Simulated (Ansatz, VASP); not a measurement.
## Ni: VASP beside Ansatz

```xyz
2
Lattice="0.0000 3.5317 3.5317 1.7659 0.0000 1.7659 1.7659 1.7659 0.0000" Properties=species:S:1:pos:R:3 pbc="T T T"
Ni    0.0000    0.0000    0.0000
Ni    0.0000    1.7659    1.7659
```

Alike in both runs: task single point; functional r2SCAN; k mesh 7 × 14 × 14; occupations fermi-dirac, width 0.05 eV; collinear spin.

|  | VASP | Ansatz |
| --- | --- | --- |
| version | VASP 6.6.1 | Ansatz 0.2.0 |
| potentials or method | VASP PAW PBE potentials, release 64 (Ni), cutoff 520 eV | PAW, plane waves, scalar-relativistic |
| valence electrons in the cell | 20 | 36 |

Ansatz gave:

| Quantity | Value |
| --- | --- |
| pressure (GPa) | -8.8 |
| net moment per atom (μB) | 0.76 |
| size of the moment on the site where the two differ most (μB) | 0.83 |

Estimate VASP's values.

pressure (GPa): -8.5; net moment per atom (μB): 0.75; size of the moment on the site where the two differ most (μB): 0.78.

VASP's potentials were made for PBE, not for r2SCAN. Site moments also hang on the region over which each program counts them. VASP's potentials hold 20 valence electrons a cell and Ansatz's 36, so a difference there can come from the potentials and not from the codes. Ansatz's warnings: no starting moments.
